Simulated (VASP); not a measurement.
# PtWSe4 (P4/mmm) in VASP: a series of runs

Runs on PtWSe4. Level: PBE. Tasks: single point.

Program: VASP 6.6.1. These are calculated values, not measurements. Logs are shortened: lines on timing, memory, paths and dates and some standing lists are left out, and cuts for length are marked.

### 1 The cell of the first run

Symmetry: P4/mmm, No. 123, tetragonal system. Conventional cell: a = 4.384 Å, b = 4.384 Å, c = 6.239 Å, α = 90.00°, β = 90.00°, γ = 90.00°. Pt (site symmetry 4/mmm) has 8 Se at 2.73 Å within 3.6 Å. W (site symmetry 4/mmm) has 8 Se at 2.66 Å within 3.5 Å. Within 3.5 Å of Se (site symmetry 2mm) lie 2 W at 2.66 Å and 2 Pt at 2.73 Å and 6 Se at 3.00 to 3.24 Å.

The cell was generated, and may not be a known phase.

### 2 Single point, PBE, collinear spin

INCAR

```
SYSTEM = PtWSe4
PREC = Accurate
ENCUT = 500
EDIFF = 1E-6
ISMEAR = 0
SIGMA = 0.1
LREAL = .FALSE.
LASPH = .TRUE.
NELM = 200
ALGO = Normal
ISIF = 2
LWAVE = .FALSE.
LCHARG = .FALSE.
ISPIN = 2
MAGMOM = 1 0 0 0 0 0
LORBIT = 11
LMAXMIX = 4
GGA = PE
NBANDS = 37
GGA_COMPAT = .FALSE.
```

KPOINTS

```
regular mesh
0
G
  4 4 4
  0 0 0
```

POSCAR

```
PtWSe4
1.0
    4.3842748246      0.0000000000      0.0000000000
    0.0000000000      4.3842748246      0.0000000000
    0.0000000000      0.0000000000      6.2390195631
Pt W Se
1 1 4
Direct
    0.5000000000      0.5000000000      0.0000000000
    0.0000000000      0.0000000000      0.5000000000
    0.5000000000      0.0000000000      0.2596212256
    0.5000000000      0.0000000000      0.7403787744
    0.0000000000      0.5000000000      0.7403787744
    0.0000000000      0.5000000000      0.2596212256
```

Potentials or basis: VASP PAW PBE potentials, release 64 (Pt, W_sv, Se).

Run with:

```
$ cat potpaw_PBE.64/Pt/POTCAR potpaw_PBE.64/W_sv/POTCAR potpaw_PBE.64/Se/POTCAR > POTCAR
$ mpirun -np 1 vasp_std > vasp.out
```

OUTCAR:

```text
SYSTEM = PtWSe4
   PREC = Accurate
   ENCUT = 500
   EDIFF = 1E-6
   ISMEAR = 0
   LREAL = .FALSE.
   LASPH = .TRUE.
   NELM = 200
   ISIF = 2
   ISPIN = 2
   LORBIT = 11
   GGA = PE

 ion  position               nearest neighbor table
   1  0.500  0.500  0.000-   3 2.73   4 2.73   5 2.73   6 2.73   3 2.73   4 2.73   5 2.73   6 2.73

   2  0.000  0.000  0.500-   3 2.66   4 2.66   5 2.66   6 2.66   5 2.66   6 2.66   3 2.66   4 2.66

   3  0.500  0.000  0.260-   2 2.66   2 2.66   1 2.73   1 2.73
   4  0.500  0.000  0.740-   2 2.66   2 2.66   1 2.73   1 2.73
   5  0.000  0.500  0.740-   2 2.66   2 2.66   1 2.73   1 2.73
   6  0.000  0.500  0.260-   2 2.66   2 2.66   1 2.73   1 2.73

  LATTYP: Found a simple tetragonal cell.
 ALAT       =     4.3842748246
 C/A-ratio  =     1.4230448165

  Lattice vectors:

 A1 = (   4.3842748246,   0.0000000000,   0.0000000000)
 A2 = (   0.0000000000,   4.3842748246,   0.0000000000)
 A3 = (   0.0000000000,   0.0000000000,   6.2390195631)

Analysis of symmetry for initial positions (statically):
=====================================================================
 Subroutine PRICEL returns:
 Original cell was already a primitive cell.

 Routine SETGRP: Setting up the symmetry group for a
 simple tetragonal supercell.

 Subroutine GETGRP returns: Found 16 space group operations
 (whereof 16 operations were pure point group operations)
 out of a pool of 16 trial point group operations.

The static configuration has the point symmetry D_4h.

Analysis of symmetry for dynamics (positions and initial velocities):
=====================================================================
 Subroutine PRICEL returns:
 Original cell was already a primitive cell.

 Routine SETGRP: Setting up the symmetry group for a
 simple tetragonal supercell.

 Subroutine GETGRP returns: Found 16 space group operations
 (whereof 16 operations were pure point group operations)
 out of a pool of 16 trial point group operations.

The dynamic configuration has the point symmetry D_4h.

Analysis of structural, dynamic, and magnetic symmetry:
=====================================================================
 Subroutine PRICEL returns:
 Original cell was already a primitive cell.

 Routine SETGRP: Setting up the symmetry group for a
 simple tetragonal supercell.

 Subroutine GETGRP returns: Found 16 space group operations
 (whereof 16 operations were pure point group operations)
 out of a pool of 16 trial point group operations.

The overall configuration has the point symmetry D_4h.

 Subroutine INISYM returns: Found 16 space group operations
 (whereof 16 operations are pure point group operations),
 and found     1 'primitive' translations

----------------------------------------------------------------------------------------

                                     Primitive cell

  volume of cell :     119.9256

  direct lattice vectors                    reciprocal lattice vectors
     4.384274825  0.000000000  0.000000000     0.228087891  0.000000000  0.000000000
     0.000000000  4.384274825  0.000000000     0.000000000  0.228087891  0.000000000
     0.000000000  0.000000000  6.239019563     0.000000000  0.000000000  0.160281594

  length of vectors
     4.384274825  4.384274825  6.239019563     0.228087891  0.228087891  0.160281594

  position of ions in fractional coordinates (direct lattice)
     0.500000000  0.500000000  0.000000000
     0.000000000  0.000000000  0.500000000
     0.500000000  0.000000000  0.259621226
     0.500000000  0.000000000  0.740378774
     0.000000000  0.500000000  0.740378774
     0.000000000  0.500000000  0.259621226

  ion indices of the primitive-cell ions
   primitive index   ion index
                 1           1
                 2           2
                 3           3
                 4           4
                 5           5
                 6           6

----------------------------------------------------------------------------------------

 KPOINTS: regular mesh

Automatic generation of k-mesh.
 Grid dimensions read from file:
 generate k-points for:    4    4    4

 Generating k-lattice:

  Cartesian coordinates                     Fractional coordinates (reciprocal lattice)
     0.057021973  0.000000000  0.000000000     0.250000000  0.000000000  0.000000000
     0.000000000  0.057021973  0.000000000     0.000000000  0.250000000  0.000000000
     0.000000000  0.000000000  0.040070398     0.000000000  0.000000000  0.250000000

  Length of vectors
     0.057021973  0.057021973  0.040070398

  Shift w.r.t. Gamma in fractional coordinates (k-lattice)
     0.000000000  0.000000000  0.000000000

 Subroutine IBZKPT returns following result:
 ===========================================

 Found     18 irreducible k-points:

 Following reciprocal coordinates:
            Coordinates               Weight
  0.000000  0.000000  0.000000      1.000000
  0.250000  0.000000  0.000000      4.000000
  0.500000  0.000000  0.000000      2.000000
  0.250000  0.250000  0.000000      4.000000
  0.500000  0.250000  0.000000      4.000000
  0.500000  0.500000  0.000000      1.000000
[... 10 lines left out ...]
  0.500000  0.250000  0.500000      4.000000
  0.500000  0.500000  0.500000      1.000000
   k-points           NKPTS =     18   k-points in BZ     NKDIM =     18   number of bands    NBANDS=     37
   number of dos      NEDOS =    301   number of ions     NIONS =      6
   total plane-waves  NPLWV =  49152
   dimension x,y,z NGX =    32 NGY =   32 NGZ =   48
   dimension x,y,z NGXF=    64 NGYF=   64 NGZF=   96
   ions per type =               1   1   4
   NGX,Y,Z   is equivalent  to a cutoff of  12.13, 12.13, 12.79 a.u.
   NGXF,Y,Z  is equivalent  to a cutoff of  24.27, 24.27, 25.58 a.u.
 SYSTEM =  PtWSe4
   PREC   = accura    normal or accurate (medium, high low for compatibility)
   ISTART =      0    job   : 0-new  1-cont  2-samecut
   ICHARG =      2    charge: 1-file 2-atom 10-const
   ISPIN  =      2    spin polarized calculation?
   LNONCOLLINEAR =      F non collinear calculations
   LSORBIT =      F    spin-orbit coupling
   LASPH  =      T    aspherical Exc in radial PAW
   ENCUT  =  500.0 eV  36.75 Ry    6.06 a.u.   7.99  7.99 11.38*2*pi/ulx,y,z
   NELM   =    200;   NELMIN=  2; NELMDL= -5     # of ELM steps
   EDIFF  = 0.1E-05   stopping-criterion for ELM
   LREAL  =      F    real-space projection
   EDIFFG = 0.1E-04   stopping-criterion for IOM
   NSW    =      0    number of steps for IOM
   IBRION =     -1    ionic relax: 0-MD 1-quasi-New 2-CG
   NFREE  =      0    steps in history (QN), initial steepest desc. (CG)
   ISIF   =      2    stress and relaxation
   ISYM   =      2    0-nonsym 1-usesym 2-fastsym
   POTIM  = 0.5000    time-step for ionic-motion
   TEBEG  =    0.0;   TEEND  =   0.0 temperature during run
   PSTRESS=    0.0 pullay stress
   NELECT =      48.0000    total number of electrons
   NUPDOWN=      -1.0000    fix difference up-down
   EMIN   =  10.00;   EMAX   =-10.00  energy-range for DOS
   EFERMI =   0.00;   METHOD = LEGACY
   ISMEAR =     0;   SIGMA  =   0.10  broadening in eV -4-tet -1-fermi 0-gaus
   EFERMI_NEDOS =   21; number of points for ismear=-14 and -15
   IALGO  =     38    algorithm
   IMIX   =      4    mixing-type and parameters
     AMIX     =   0.40;   BMIX     =  1.00
     AMIX_MAG =   1.60;   BMIX_MAG =  1.00
  volume/ion in A,a.u.               =      19.99       134.88
  Fermi-wavevector in a.u.,A,eV,Ry     =   1.206474  2.279905 19.804360  1.455579
  Thomas-Fermi vector in A             =   2.342140
   LORBIT       =     11    0 simple, 1 ext, 2 COOP (PROOUT), +10 PAW based schemes
   GGA     = PE    functional components
   LHFCALC =     F    Hartree Fock is set to
   AEXX    =    0.0000 exact exchange contribution
   IVDW    =     0    specifies the selected vdW correction
   LEPSILON=     F    determine dielectric tensor
   LRPA    =     F    only Hartree local field effects (RPA)
 spin polarized calculation
 Gauss-broadening in eV      SIGMA  =   0.10
  energy-cutoff  :      500.00
  volume of cell :      119.93
 maximum number of plane-waves:      3080
 NGX is ok and might be reduce to    32
   NGX = 15   NGY = 15   NGZ = 23

 number of electron      48.0000014 magnetization       0.1248001

 number of electron      48.0000014 magnetization      -0.0114810

 Free energy of the ion-electron system (eV)
  ---------------------------------------------------
  ext. energy  EPLUGINS =         0.00000000
  ---------------------------------------------------
  free energy    TOTEN  =       -32.89583006 eV

  energy without entropy =      -32.87576212  energy(sigma->0) =      -32.88579609

 E-fermi :   6.7081     XC(G=0): -10.8417

 val. band max:        6.6746837906   @ k =   0.2500   0.2500   0.0000
 cond. band min:       6.7307815758   @ k =   0.5000   0.0000   0.2500
 fundamental gap:      0.0560977852
 Fermi energy:         6.7081277555

 spin component 1

 k-point     1 :       0.0000    0.0000    0.0000
  band No.  band energies     occupation
      1     -67.4727      1.00000
      2     -31.6941      1.00000
      3     -31.6941      1.00000
      4     -31.6878      1.00000
      5      -9.0899      1.00000
      6      -7.3936      1.00000
[... 28 lines left out ...]
     35      10.7795      0.00000
     36      13.9973      0.00000

 k-point     2 :       0.2500    0.0000    0.0000
  band No.  band energies     occupation
      1     -67.4727      1.00000
      2     -31.6989      1.00000
      3     -31.6939      1.00000
      4     -31.6871      1.00000
      5      -8.7218      1.00000
      6      -7.1760      1.00000
[... 28 lines left out ...]
     35      13.0804      0.00000
     36      13.8704      0.00000
[... 583 lines left out ...]
     35      15.5028      0.00000
     36      15.5923      0.00000

 k-point    18 :       0.5000    0.5000    0.5000
  band No.  band energies     occupation
      1     -67.4726      1.00000
      2     -31.7033      1.00000
      3     -31.7033      1.00000
      4     -31.6851      1.00000
      5      -7.1024      1.00000
      6      -7.1024      1.00000
[... 28 lines left out ...]
     35      14.9493      0.00000
     36      14.9493      0.00000
 Fermi energy:         6.7081277555

 spin component 2

 k-point     1 :       0.0000    0.0000    0.0000
  band No.  band energies     occupation
      1     -67.4777      1.00000
      2     -31.7003      1.00000
      3     -31.7003      1.00000
      4     -31.6954      1.00000
      5      -9.0899      1.00000
      6      -7.3933      1.00000
[... 28 lines left out ...]
     35      10.7753      0.00000
     36      13.9943      0.00000

 k-point     2 :       0.2500    0.0000    0.0000
  band No.  band energies     occupation
      1     -67.4777      1.00000
      2     -31.7051      1.00000
      3     -31.7001      1.00000
      4     -31.6947      1.00000
      5      -8.7218      1.00000
      6      -7.1757      1.00000
[... 28 lines left out ...]
     35      13.0786      0.00000
     36      13.8692      0.00000
[... 583 lines left out ...]
     35      15.5030      0.00000
     36      15.5915      0.00000

 k-point    18 :       0.5000    0.5000    0.5000
  band No.  band energies     occupation
      1     -67.4776      1.00000
      2     -31.7095      1.00000
      3     -31.7095      1.00000
      4     -31.6927      1.00000
      5      -7.1020      1.00000
      6      -7.1020      1.00000
[... 28 lines left out ...]
     35      14.9478      0.00000
     36      14.9478      0.00000
 [bands above 36 left out]

------------------------ aborting loop because EDIFF is reached ----------------------------------------

  FORCE on cell =-STRESS in cart. coord.  units (eV):
  Direction    XX          YY          ZZ          XY          YZ          ZX
  --------------------------------------------------------------------------------------
  -------------------------------------------------------------------------------------
  Total        0.0299757      0.0299757     -0.0212962      0.0000000      0.0000000     -0.0000000
  in kB        0.4004686      0.4004686     -0.2845125      0.0000000      0.0000000     -0.0000000
  external PRESSURE =       0.1721415 kB  Pullay stress =       0.0000000 kB

 VOLUME and BASIS-vectors are now :
 -----------------------------------------------------------------------------
  energy-cutoff  :      500.00
  volume of cell :      119.93
      direct lattice vectors                 reciprocal lattice vectors
     4.384274825  0.000000000  0.000000000     0.228087891  0.000000000  0.000000000
     0.000000000  4.384274825  0.000000000     0.000000000  0.228087891  0.000000000
     0.000000000  0.000000000  6.239019563     0.000000000  0.000000000  0.160281594

 POSITION                                       TOTAL-FORCE (eV/Angst)
 -----------------------------------------------------------------------------------
      2.19214      2.19214      0.00000         0.000000      0.000000      0.000000
      0.00000      0.00000      3.11951         0.000000      0.000000      0.000000
      2.19214      0.00000      1.61978        -0.000000     -0.000000     -0.020438
      2.19214      0.00000      4.61924         0.000000      0.000000      0.020438
      0.00000      2.19214      4.61924         0.000000      0.000000      0.020438
      0.00000      2.19214      1.61978        -0.000000      0.000000     -0.020438
 -----------------------------------------------------------------------------------
    total drift:                                0.000000     -0.000000     -0.000000

  FREE ENERGIE OF THE ION-ELECTRON SYSTEM (eV)
  ---------------------------------------------------
  free  energy   TOTEN  =       -32.8958300631 eV

  energy  without entropy=      -32.8757621195  energy(sigma->0) =      -32.88579609

 total charge

# of ion       s       p       d       tot
------------------------------------------
    1        0.591   0.476   8.056   9.123
    2        2.298   6.219   3.381  11.898
    3        1.505   2.182   0.077   3.764
    4        1.505   2.182   0.077   3.764
    5        1.505   2.182   0.077   3.764
    6        1.505   2.182   0.077   3.764
--------------------------------------------------
tot          8.906  15.426  11.746  36.078

 magnetization (x)

# of ion       s       p       d       tot
------------------------------------------
    1       -0.000  -0.000   0.001   0.001
    2       -0.000  -0.000  -0.010  -0.010
    3        0.000   0.000  -0.000   0.000
    4        0.000   0.000  -0.000   0.000
    5        0.000   0.000  -0.000   0.000
    6        0.000   0.000  -0.000   0.000
--------------------------------------------------
tot         -0.000   0.001  -0.009  -0.008
```

It took 3.2 min on 1 thread of Oxide Virtual Turin-like, shared host; peak memory 0.28 GiB.

What came out:

| Item | Value |
| --- | --- |
| Free energy | -32.8958 eV |
| Pressure | 0.0 GPa |
| Largest force | 0.020 eV/Å |
| Band gap on the k mesh | zero (filled and empty bands overlap) |
| Net moment | -0.01 μB per cell |
| Valence electrons inside the program's atomic spheres | Pt 9.12; W 11.90; Se 3.76 |

Forces in eV/Å, atoms in the order of the input:
```
Pt   0.000  0.000  0.000
W    0.000  0.000  0.000
Se   0.000  0.000 -0.020
Se   0.000  0.000  0.020
Se   0.000  0.000  0.020
Se   0.000  0.000 -0.020
```

Caveat: spin-orbit coupling is left out, which moves the levels of the heavy elements.

### 3 Single point, PBE, collinear spin

This run uses another cell than the first one, of 22.97 Å³/atom.

INCAR

```
SYSTEM = PtWSe4
PREC = Accurate
ENCUT = 500
EDIFF = 1E-6
ISMEAR = 0
SIGMA = 0.1
LREAL = .False.
LASPH = .True.
NELM = 200
ALGO = Normal
ISIF = 2
LWAVE = .False.
LCHARG = .True.
ISPIN = 2
MAGMOM = 1 0 0 0 0 0
LORBIT = 11
LMAXMIX = 4
GGA = PE
LELF = .True.
LVHAR = .True.
NBANDS = 37
GGA_COMPAT = .False.
```

KPOINTS

```
regular mesh
0
Gamma
  4 4 4
  0 0 0
```

POSCAR

```
PtWSe4
1.0
    4.5708381000      0.0000000000      0.0000000000
    0.0000000000      4.5708381000      0.0000000000
    0.0000000000      0.0000000000      6.5978928100
Pt W Se
1 1 4
Direct
    0.5000000000      0.5000000000      0.0000000000
    0.0000000000      0.0000000000      0.5000000000
    0.5000000000      0.0000000000      0.2657380100
    0.5000000000      0.0000000000      0.7342619900
    0.0000000000      0.5000000000      0.7342619900
    0.0000000000      0.5000000000      0.2657380100
```

Potentials or basis: VASP PAW PBE potentials, release 64 (Pt, W_sv, Se).

Run with:

```
$ cat potpaw_PBE.64/Pt/POTCAR potpaw_PBE.64/W_sv/POTCAR potpaw_PBE.64/Se/POTCAR > POTCAR
$ mpirun -np 1 vasp_std > vasp.out
```

Wall time 6.8 min (1 thread of Oxide Virtual Turin-like, shared host); peak memory 0.33 GiB.

It converged, with:

```yaml
Free_energy: -32.1639 eV
Pressure: -11.2 GPa
Largest_force: 0.135 eV/Å
Band_gap_on_the_k_mesh: zero (filled and empty bands overlap)
Net_moment: 0.00 μB per cell
Valence_electrons_inside_the_program's_atomic_spheres: Pt 8.87; W 11.69; Se 3.69
```

Forces in eV/Å, atoms in the order of the input:
```
Pt   0.000  0.000  0.000
W    0.000  0.000  0.000
Se   0.000  0.000 -0.135
Se   0.000  0.000  0.135
Se   0.000  0.000  0.135
Se   0.000  0.000 -0.135
```

Stress tensor (GPa, compression positive):
```
-11.28   0.00   0.00
  0.00 -11.28   0.00
  0.00   0.00 -11.13
```

Levels at points of the mesh, in eV from the Fermi level:
Spin up:
```
           k point  band 21  band 22  band 23  band 24  band 25  band 26  band 27  band 28
(0.00, 0.00, 0.00)    -0.75    -0.55    -0.55    -0.39     0.78     1.04     1.04     2.07
(0.50, 0.00, 0.00)    -1.66    -1.39    -0.84    -0.35     0.45     0.56     0.99     1.88
(0.50, 0.50, 0.00)    -1.07    -0.34    -0.32    -0.32     0.73     1.04     1.38     2.54
(0.00, 0.00, 0.50)    -0.99    -0.99    -0.42    -0.39     0.58     0.58     1.01     2.81
(0.50, 0.00, 0.50)    -2.24    -2.07    -1.41    -1.36    -0.43    -0.16     1.73     2.10
(0.50, 0.50, 0.50)    -0.90    -0.90    -0.33     0.33     0.57     0.59     1.50     1.50
```
Spin down:
```
           k point  band 21  band 22  band 23  band 24  band 25  band 26  band 27  band 28
(0.00, 0.00, 0.00)    -0.75    -0.55    -0.55    -0.39     0.78     1.04     1.04     2.07
(0.50, 0.00, 0.00)    -1.66    -1.39    -0.84    -0.35     0.45     0.56     0.99     1.88
(0.50, 0.50, 0.00)    -1.07    -0.34    -0.32    -0.32     0.73     1.04     1.38     2.54
(0.00, 0.00, 0.50)    -0.99    -0.99    -0.42    -0.39     0.58     0.58     1.01     2.81
(0.50, 0.00, 0.50)    -2.24    -2.07    -1.41    -1.36    -0.43    -0.16     1.73     2.10
(0.50, 0.50, 0.50)    -0.90    -0.90    -0.33     0.33     0.57     0.59     1.50     1.50
```

Caveat: the cell stands under tension; spin-orbit coupling is left out, which moves the levels of the heavy elements.

The gap in the log of VASP goes by the Fermi energy; the results here count the filled bands.